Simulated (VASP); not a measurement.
Input of a VASP 6.6.1 run:

INCAR

```
ALGO = Normal
EDIFF = 1E-7
ENCUT = 520
GGA = PE
ISIF = 2
ISMEAR = 1
LASPH = T
LCHARG = F
LREAL = F
LWAVE = F
NBANDS = 16
NELM = 80
PREC = Accurate
SIGMA = 0.05
```

File KPOINTS:

```
k-points
0
Gamma
  6 6 6
```

The input POSCAR:

```
InAs
1.0
    0.0000000000      3.0545904655      3.0545904655
    3.0545904655      0.0000000000      3.0545904655
    3.0545904655      3.0545904655      0.0000000000
In As
1 1
Direct
    0.0000000000      0.0000000000      0.0000000000
    0.2500000000      0.2500000000      0.2500000000
```

Potentials or basis: VASP PAW PBE potentials, release 64 (In_d, As).

The run is started by

```bash
$ cat potpaw_PBE.64/In_d/POTCAR potpaw_PBE.64/As/POTCAR > POTCAR
$ mpirun -np 1 vasp_std > vasp.out
```

**Question.** Predict the pressure.

**Answer.** 2.1 GPa.

**Question.** Estimate the band gap on the k mesh.

**Answer.** Zero (filled and empty bands touch).

Caveat: semilocal functionals underestimate gaps, and a narrow one can read as zero; spin-orbit coupling is left out, which moves the levels of the heavy elements.
